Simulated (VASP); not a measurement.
# WC in VASP: further runs

Runs on WC. Level: PBE. Tasks: single point.

All numbers are computed with VASP 6.6.1; they aren't measurements. Logs are shortened: lines on timing, memory, paths and dates and some standing lists are left out, and cuts for length are marked.

### Step 1. The cell of the first run

The cell holds a slab with vacuum, 24 atoms: a = 5.803 Å, b = 5.803 Å, c = 19.085 Å, α = 90.00°, β = 90.00°, γ = 120.00°.

### Step 2. Single point, PBE

The input, INCAR:

```
SYSTEM = WC
  ALGO = Normal
  EDIFF = 1E-7
  ENCUT = 520
  GGA = PE
  ISIF = 2
  ISMEAR = -1
  LASPH = .True.
  LCHARG = .False.
  LREAL = Auto
  LWAVE = .False.
  NBANDS = 126
  NELM = 100
  PREC = Accurate
  SIGMA = 0.1
```

The input, KPOINTS:

```
k-points
0
Gamma
  3 3 1
  0 0 0
```

The input, POSCAR:

```
WC
1.0
    5.8034000000      0.0000000000      0.0000000000
   -2.9017000000      5.0258920000      0.0000000000
    0.0000000000      0.0000000000     19.0850000000
W C
12 12
Direct
    0.0000000000      0.0000000000      0.0523971706
   -0.0004833814     -0.0006565999      0.2020696882
    0.0018265155      0.0000000000      0.3525072046
    0.0000040393      0.4999908474      0.0523971706
   -0.0023407918      0.5016422955      0.1998690071
    0.0044921960      0.5145156322      0.3565837045
    0.5000000000      0.0000000000      0.0523971706
    0.5021038359      0.0007958786      0.2000681163
    0.4858140033      0.0053323868      0.3548807964
    0.4999868081      0.4999908474      0.0523971706
    0.4972218954      0.4965287754      0.2007807178
    0.5014847057      0.5074323125      0.3541734346
    0.3333198761      0.1666569835      0.1266439612
    0.3277897841      0.1697609101      0.2728477862
    0.3257726411      0.1757896907      0.4106995022
    0.3333338639      0.6666677278      0.1266439612
    0.3314800798      0.6699905211      0.2735394289
    0.3243713539      0.6623898802      0.4147131255
    0.8333371074      0.1666569835      0.1266439612
    0.8372805581      0.1724072065      0.2704532355
    0.8186937711      0.1485706418      0.4084569033
    0.8333338639      0.6666677278      0.1266439612
    0.8351201275      0.6760988895      0.2767513754
    0.8286574925      0.6754422896      0.4144720985
```

Potentials or basis: VASP PAW PBE potentials, release 64 (W_sv, C).

On the command line:

```console
> cat potpaw_PBE.64/W_sv/POTCAR potpaw_PBE.64/C/POTCAR > POTCAR
> mpirun -np 1 vasp_std > vasp.out
```

OUTCAR:

```text
SYSTEM = WC
   EDIFF = 1E-7
   ENCUT = 520
   GGA = PE
   ISIF = 2
   ISMEAR = -1
   LASPH = .True.
   LREAL = Auto
   NELM = 100
   PREC = Accurate

 ion  position               nearest neighbor table
   1  0.000  0.000  0.052-  13 2.19  19 2.19  22 2.19   2 2.86  10 2.90   4 2.90   7 2.90   7 2.90
                             4 2.90  10 2.90
   2  1.000  0.999  0.202-  20 2.13  14 2.13  23 2.16  22 2.21  19 2.21  13 2.21   1 2.86   3 2.87
                             5 2.88  11 2.89   8 2.89   8 2.91  11 2.92   5 2.92
   3  0.002  0.000  0.353-  15 1.97  21 1.98  24 2.02  23 2.18  14 2.24  20 2.31   9 2.79   6 2.83
                             2 2.87  12 2.88  12 2.92   6 2.98   9 3.01
   4  0.000  0.500  0.052-  16 2.19  19 2.19  22 2.19   5 2.81  10 2.90   1 2.90   7 2.90   7 2.90
                             1 2.90  10 2.90
   5  0.998  0.502  0.200-  20 2.13  22 2.17  19 2.19  17 2.19  16 2.19  23 2.24   4 2.81   2 2.88
                            11 2.89   8 2.89   8 2.91  11 2.91   2 2.92   6 2.99
   6  0.004  0.515  0.357-  18 1.95  24 2.02  21 2.09  23 2.26  17 2.28  20 2.38   9 2.82   3 2.83
                            12 2.90  12 2.91   3 2.98   9 2.98   5 2.99
   7  0.500  0.000  0.052-  16 2.19  13 2.19  19 2.19   8 2.82  10 2.90   4 2.90   1 2.90   1 2.90
                             4 2.90  10 2.90
   8  0.502  0.001  0.200-  20 2.15  17 2.18  19 2.18  16 2.19  13 2.19  14 2.21   7 2.82   2 2.89
                            11 2.89   5 2.89   5 2.91  11 2.91   2 2.91   9 2.96
   9  0.486  0.005  0.355-  21 1.97  15 1.97  18 2.07  14 2.25  17 2.29  20 2.39   3 2.79   6 2.82
[... 5 lines left out ...]
  12  0.501  0.507  0.354-  15 1.99  24 2.01  18 2.03  23 2.23  17 2.27  14 2.30   9 2.87   3 2.88
                             6 2.90   6 2.91   3 2.92  11 2.93   9 2.94
  13  0.333  0.167  0.127-  11 2.18   8 2.19   1 2.19  10 2.19   7 2.19   2 2.21
  14  0.328  0.170  0.273-   2 2.13  11 2.14   8 2.21   3 2.24   9 2.25  12 2.30
  15  0.326  0.176  0.411-   3 1.97   9 1.97  12 1.99
  16  0.333  0.667  0.127-   8 2.19   5 2.19  10 2.19   4 2.19   7 2.19  11 2.20
  17  0.331  0.670  0.274-   8 2.18   5 2.19  11 2.20  12 2.27   6 2.28   9 2.29
  18  0.324  0.662  0.415-   6 1.95  12 2.03   9 2.07
  19  0.833  0.167  0.127-   8 2.18   5 2.19   1 2.19   4 2.19   7 2.19   2 2.21
  20  0.837  0.172  0.270-   2 2.13   5 2.13   8 2.15   3 2.31   6 2.38   9 2.39
  21  0.819  0.149  0.408-   9 1.97   3 1.98   6 2.09
  22  0.833  0.667  0.127-   5 2.17   1 2.19   4 2.19  10 2.19  11 2.20   2 2.21
  23  0.835  0.676  0.277-   2 2.16   3 2.18  11 2.23  12 2.23   5 2.24   6 2.26
  24  0.829  0.675  0.414-  12 2.01   3 2.02   6 2.02

  LATTYP: Found a hexagonal cell.
 ALAT       =     5.8034000000
 C/A-ratio  =     3.2885894476

  Lattice vectors:

 A1 = (   5.8034000000,   0.0000000000,   0.0000000000)
 A2 = (  -2.9017000000,   5.0258920000,   0.0000000000)
 A3 = (   0.0000000000,   0.0000000000,  19.0850000000)

Analysis of symmetry for initial positions (statically):
=====================================================================
 Subroutine PRICEL returns:
 Original cell was already a primitive cell.

 Routine SETGRP: Setting up the symmetry group for a
 hexagonal supercell.

 Subroutine GETGRP returns: Found  1 space group operations
 (whereof  1 operations were pure point group operations)
 out of a pool of 24 trial point group operations.

The static configuration has the point symmetry C_1 .

Analysis of symmetry for dynamics (positions and initial velocities):
=====================================================================
 Subroutine PRICEL returns:
 Original cell was already a primitive cell.

 Routine SETGRP: Setting up the symmetry group for a
 hexagonal supercell.

 Subroutine GETGRP returns: Found  1 space group operations
 (whereof  1 operations were pure point group operations)
 out of a pool of 24 trial point group operations.

The dynamic configuration has the point symmetry C_1 .

 Subroutine INISYM returns: Found  1 space group operations
 (whereof  1 operations are pure point group operations),
 and found     1 'primitive' translations

----------------------------------------------------------------------------------------

                                     Primitive cell

  volume of cell :     556.6572

  direct lattice vectors                    reciprocal lattice vectors
     5.803400000  0.000000000  0.000000000     0.172312782  0.099484828  0.000000000
    -2.901700000  5.025892000  0.000000000     0.000000000  0.198969656  0.000000000
     0.000000000  0.000000000 19.085000000     0.000000000  0.000000000  0.052397171

  length of vectors
     5.803400000  5.803400149 19.085000000     0.198969661  0.198969656  0.052397171

[... 56 lines left out ...]

Automatic generation of k-mesh.
 Grid dimensions read from file:
 generate k-points for:    3    3    1

 Generating k-lattice:

  Cartesian coordinates                     Fractional coordinates (reciprocal lattice)
     0.057437594  0.033161609  0.000000000     0.333333333  0.000000000  0.000000000
     0.000000000  0.066323219  0.000000000     0.000000000  0.333333333  0.000000000
     0.000000000  0.000000000  0.052397171     0.000000000  0.000000000  1.000000000

  Length of vectors
     0.066323220  0.066323219  0.052397171

  Shift w.r.t. Gamma in fractional coordinates (k-lattice)
     0.000000000  0.000000000  0.000000000

 Subroutine IBZKPT returns following result:
 ===========================================

 Found      5 irreducible k-points:

 Following reciprocal coordinates:
            Coordinates               Weight
  0.000000  0.000000  0.000000      1.000000
  0.333333  0.000000  0.000000      2.000000
  0.000000  0.333333  0.000000      2.000000
 -0.333333  0.333333  0.000000      2.000000
  0.333333  0.333333  0.000000      2.000000
   k-points           NKPTS =      5   k-points in BZ     NKDIM =      5   number of bands    NBANDS=    126
   number of dos      NEDOS =    301   number of ions     NIONS =     24
   total plane-waves  NPLWV = 331776
   dimension x,y,z NGX =    48 NGY =   48 NGZ =  144
   dimension x,y,z NGXF=    96 NGYF=   96 NGZF=  288
   ions per type =              12  12
   NGX,Y,Z   is equivalent  to a cutoff of  13.75, 13.75, 12.54 a.u.
   NGXF,Y,Z  is equivalent  to a cutoff of  27.50, 27.50, 25.09 a.u.
 SYSTEM =  WC
   PREC   = accura    normal or accurate (medium, high low for compatibility)
   ISTART =      0    job   : 0-new  1-cont  2-samecut
   ICHARG =      2    charge: 1-file 2-atom 10-const
   ISPIN  =      1    spin polarized calculation?
   LNONCOLLINEAR =      F non collinear calculations
   LSORBIT =      F    spin-orbit coupling
   LASPH  =      T    aspherical Exc in radial PAW
   ENCUT  =  520.0 eV  38.22 Ry    6.18 a.u.  10.79 10.79 35.49*2*pi/ulx,y,z
   NELM   =    100;   NELMIN=  2; NELMDL= -5     # of ELM steps
   EDIFF  = 0.1E-06   stopping-criterion for ELM
   LREAL  =      T    real-space projection
   EDIFFG = 0.1E-05   stopping-criterion for IOM
   NSW    =      0    number of steps for IOM
   IBRION =     -1    ionic relax: 0-MD 1-quasi-New 2-CG
   NFREE  =      0    steps in history (QN), initial steepest desc. (CG)
   ISIF   =      2    stress and relaxation
   ISYM   =      2    0-nonsym 1-usesym 2-fastsym
   POTIM  = 0.5000    time-step for ionic-motion
   TEBEG  =    0.0;   TEEND  =   0.0 temperature during run
   PSTRESS=    0.0 pullay stress
   NELECT =     216.0000    total number of electrons
   NUPDOWN=      -1.0000    fix difference up-down
   EMIN   =  10.00;   EMAX   =-10.00  energy-range for DOS
   EFERMI =   0.00;   METHOD = LEGACY
   ISMEAR =    -1;   SIGMA  =   0.10  broadening in eV -4-tet -1-fermi 0-gaus
   EFERMI_NEDOS =   21; number of points for ismear=-14 and -15
   IALGO  =     38    algorithm
   IMIX   =      4    mixing-type and parameters
     AMIX     =   0.40;   BMIX     =  1.00
     AMIX_MAG =   1.60;   BMIX_MAG =  1.00
  volume/ion in A,a.u.               =      23.19       156.52
  Fermi-wavevector in a.u.,A,eV,Ry     =   1.194071  2.256467 19.399261  1.425805
  Thomas-Fermi vector in A             =   2.330070
   LORBIT       =      0    0 simple, 1 ext, 2 COOP (PROOUT), +10 PAW based schemes
   GGA     = PE    functional components
   LHFCALC =     F    Hartree Fock is set to
   AEXX    =    0.0000 exact exchange contribution
   IVDW    =     0    specifies the selected vdW correction
   LEPSILON=     F    determine dielectric tensor
   LRPA    =     F    only Hartree local field effects (RPA)
 non-spin polarized calculation
  energy-cutoff  :      520.00
  volume of cell :      556.66
 maximum number of plane-waves:     14997
 NGX is ok and might be reduce to    48
   NGX = 21   NGY = 21   NGZ = 71

 number of electron     215.9999993 magnetization

 Free energy of the ion-electron system (eV)
  ---------------------------------------------------
  ext. energy  EPLUGINS =         0.00000000
  ---------------------------------------------------
  free energy    TOTEN  =      -251.66708974 eV

  energy without entropy =     -251.55345910  energy(sigma->0) =     -251.61027442

 E-fermi :   2.0843     XC(G=0):  -7.2178

 val. band max:        1.8811610755   @ k =   0.0000   0.0000   0.0000
 cond. band min:       2.1091028289   @ k =   0.0000   0.0000   0.0000
 fundamental gap:      0.2279417534
 Fermi energy:         2.0842962578

 k-point     1 :       0.0000    0.0000    0.0000
  band No.  band energies     occupation
      1     -72.1167      2.00000
      2     -72.0519      2.00000
      3     -72.0209      2.00000
      4     -72.0151      2.00000
      5     -72.0119      2.00000
      6     -72.0076      2.00000
[... 604 lines left out ...]
    119       3.9508      0.00000
    120       4.0797      0.00000
 [bands above 120 left out]

------------------------ aborting loop because EDIFF is reached ----------------------------------------

  FORCE on cell =-STRESS in cart. coord.  units (eV):
  Direction    XX          YY          ZZ          XY          YZ          ZX
  --------------------------------------------------------------------------------------
  -------------------------------------------------------------------------------------
  Total       14.6270810     12.5381409     -2.3858255      0.8930085      0.2549426      2.3932242
  in kB       42.0998382     36.0874262     -6.8669113      2.5702675      0.7337789      6.8882064
  external PRESSURE =      23.7734510 kB  Pullay stress =       0.0000000 kB

 VOLUME and BASIS-vectors are now :
 -----------------------------------------------------------------------------
  energy-cutoff  :      520.00
  volume of cell :      556.66
      direct lattice vectors                 reciprocal lattice vectors
     5.803400000  0.000000000  0.000000000     0.172312782  0.099484828  0.000000000
    -2.901700000  5.025892000  0.000000000     0.000000000  0.198969656  0.000000000
     0.000000000  0.000000000 19.085000000     0.000000000  0.000000000  0.052397171

 POSITION                                       TOTAL-FORCE (eV/Angst)
 -----------------------------------------------------------------------------------
      0.00000      0.00000      1.00000         0.012755     -0.019685      0.778100
      2.90080      5.02259      3.85650        -0.289730      0.187107     -0.834580
      0.01060      0.00000      6.72760        -1.699107      0.644068      0.004287
     -1.45080      2.51290      1.00000        -0.036943      0.023405      0.551732
      4.33420      2.52120      3.81450         0.398501      0.090161      1.031942
     -1.46690      2.58590      6.80540        -0.465219     -2.294259     -0.860529
[... 16 lines left out ...]
      2.88470      3.39800      5.28180         0.242706     -0.759138     -1.014287
      2.84910      3.39470      7.91020         0.353488     -0.208382     -0.139799
 -----------------------------------------------------------------------------------
    total drift:                                0.002907      0.008478      0.033040

  FREE ENERGIE OF THE ION-ELECTRON SYSTEM (eV)
  ---------------------------------------------------
  free  energy   TOTEN  =      -251.6670897366 eV

  energy  without entropy=     -251.5534590966  energy(sigma->0) =     -251.61027442
```

Wall time 31 min (1 thread of Oxide Virtual Turin-like, shared host); peak memory 0.74 GiB.

Results:

| Property | Result |
| --- | --- |
| Free energy | -251.6671 eV |
| Largest force | 2.494 eV/Å |
| Band gap on the k mesh | zero (bands 108 and 109 overlap by 0.98 eV) |

Forces on the atoms (eV/Å):
```
W    0.013 -0.020  0.778
W   -0.290  0.187 -0.835
W   -1.699  0.644  0.004
W   -0.037  0.023  0.552
W    0.399  0.090  1.032
W   -0.465 -2.294 -0.861
W    0.007  0.002  0.533
W   -0.505 -0.043  0.762
W    2.001 -0.756 -0.880
W    0.004 -0.010  0.690
W   -0.115  0.887  0.590
W   -0.742  0.117 -0.082
C   -0.071 -0.032 -0.974
C    0.740  0.013  0.073
C    0.431 -0.082  0.981
C    0.046 -0.101 -0.926
C   -0.053  0.061  0.207
C    0.329  0.899 -0.158
C    0.113  0.017 -0.989
C   -0.412 -0.012  1.233
C   -0.108  1.371  0.410
C   -0.181  0.006 -0.987
C    0.243 -0.759 -1.014
C    0.353 -0.208 -0.140
```

Levels at points of the mesh, in eV from the Fermi level:
| k point | band 105 | band 106 | band 107 | band 108 | band 109 | band 110 | band 111 | band 112 |
| --- | --- | --- | --- | --- | --- | --- | --- | --- |
| (0.00, 0.00, 0.00) | -0.20 | 0.02 | 0.45 | 0.46 | 0.47 | 0.75 | 0.89 | 1.18 |

Caveat: the k points lie up to 0.42 Å⁻¹ apart, too coarse for converged energies and pressures of a metal; the atoms stand as in a frame of molecular dynamics; there is no dipole correction, which matters where the two faces differ; spin-orbit coupling is left out, which moves the levels of the heavy elements.

### Step 3. Single point, PBE

The input, INCAR:

```
PREC = Accurate
ENCUT = 520
EDIFF = 1E-7
ISMEAR = -1
SIGMA = 0.1
LREAL = Auto
LASPH = True
NELM = 80
ALGO = Normal
ISIF = 2
LWAVE = False
LCHARG = True
GGA = PE
LELF = True
LVHAR = True
NBANDS = 126
```

The input, KPOINTS:

```
Automatic mesh
0
Gamma
  3 3 1
```

The input, POSCAR:

```
WC
1.0
    5.8034000000      0.0000000000      0.0000000000
   -2.9017000000      5.0258920000      0.0000000000
    0.0000000000      0.0000000000     19.0850000000
W C
12 12
Direct
    0.0000000000      0.0000000000      0.0523971706
   -0.0029477617     -0.0122366338      0.1995808226
   -0.0063893594      0.0093117799      0.3522714173
    0.0000040393      0.4999908474      0.0523971706
    0.0018676558      0.4856252383      0.2046004716
   -0.0016916797      0.4952553696      0.3574063401
    0.5000000000      0.0000000000      0.0523971706
    0.4965548141     -0.0132314821      0.2034424941
    0.5117577910      0.0074215682      0.3543987425
    0.4999868081      0.4999908474      0.0523971706
    0.5003258460      0.4902612312      0.2031543097
    0.4988012434      0.5073726216      0.3570971968
    0.3333198761      0.1666569835      0.1266439612
    0.3451388618      0.1639310992      0.2743620644
    0.3357571519      0.1676717287      0.4109405292
    0.3333338639      0.6666677278      0.1266439612
    0.3368583814      0.6704083574      0.2783599686
    0.3380071629      0.6692941273      0.4181660990
    0.8333371074      0.1666569835      0.1266439612
    0.8368924752      0.1480931146      0.2745192560
    0.8422027229      0.1813210471      0.4137175793
    0.8333338639      0.6666677278      0.1266439612
    0.8554861723      0.6796803433      0.2729840189
    0.8323953642      0.6593456445      0.4131045324
```

Potentials or basis: VASP PAW PBE potentials, release 64 (W_sv, C).

On the command line:

```console
> cat potpaw_PBE.64/W_sv/POTCAR potpaw_PBE.64/C/POTCAR > POTCAR
> mpirun -np 1 vasp_std > vasp.out
```

Wall time 36 min (1 thread of Oxide Virtual Turin-like, shared host); peak memory 0.74 GiB.

The run converged. Its results:

```yaml
Free_energy: -251.2494 eV
Largest_force: 3.918 eV/Å
Band_gap_on_the_k_mesh: zero (bands 108 and 109 overlap by 1.00 eV)
```

Forces in eV/Å, atoms in the order of the input:
```
W    0.035 -0.069  0.621
W    0.709  1.168  0.835
W    3.091 -1.918  1.455
W    0.105 -0.129  1.213
W   -0.639  1.446 -1.046
W    0.567  2.777 -0.866
W    0.058 -0.089  1.102
W    0.097  1.040 -0.929
W   -1.525 -1.341  0.961
W    0.064 -0.079  1.023
W    0.087  0.945 -0.377
W    0.925 -0.356 -0.535
C    0.232 -0.248 -0.802
C   -0.894  0.062  0.333
C   -0.524 -0.201  0.004
C    0.056 -0.439 -0.546
C    0.397 -0.910 -0.728
C   -0.403  0.332 -1.037
C   -0.107 -0.327 -0.870
C   -0.957  1.009 -0.497
C   -0.027 -1.515  0.933
C    0.132 -0.699 -0.786
C   -1.028 -1.654  0.726
C   -0.451  1.195 -0.185
```

Levels at points of the mesh, in eV from the Fermi level:
```tsv
k point	band 104	band 105	band 106	band 107	band 108	band 109	band 110	band 111	band 112	band 113
(0.00, 0.00, 0.00)	-0.30	-0.17	0.09	0.43	0.46	0.47	0.76	0.87	1.17	1.40
```

Caveat: the k points lie up to 0.42 Å⁻¹ apart, too coarse for converged energies and pressures of a metal; the atoms stand as in a frame of molecular dynamics; there is no dipole correction, which matters where the two faces differ; spin-orbit coupling is left out, which moves the levels of the heavy elements.

The gap in the log of VASP goes by the Fermi energy; the results here count the filled bands.